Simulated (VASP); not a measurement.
Rh:

```
Rh
1.0
     2.73098    0.00000    0.00000
    -1.36549    2.36510    0.00000
     0.00000    0.00000    4.42849
Rh
2
Cartesian
  1.3655 0.7884 3.3214
  0.0000 1.5767 1.1071
```

Program: VASP 6.6.1. Alike in all runs: task single point; no spin polarisation; cell as given; smearing gaussian 0.1 eV.

Problem. Order these runs on this cell by their pressure, lowest first.
A. level LDA; potentials or basis VASP PAW LDA potentials, release 64 (Rh_pv); k mesh 6 × 6 × 4; cutoff (eV) 500
B. level PBE; potentials or basis VASP PAW PBE potentials, release 64 (Rh_pv); k mesh 4 × 3 × 4; cutoff (eV) 520
C. level PBE; potentials or basis VASP PAW PBE potentials, release 64 (Rh_pv); k mesh 4 × 4 × 2; cutoff (eV) 520
D. level PBE; potentials or basis VASP PAW PBE potentials, release 64 (Rh_pv); k mesh 6 × 6 × 4; cutoff (eV) 500

Solution. A (-18.6 GPa), C (-5.7 GPa), D (-3.3 GPa), B (-1.6 GPa).

Caveats: all runs use coarse meshes.
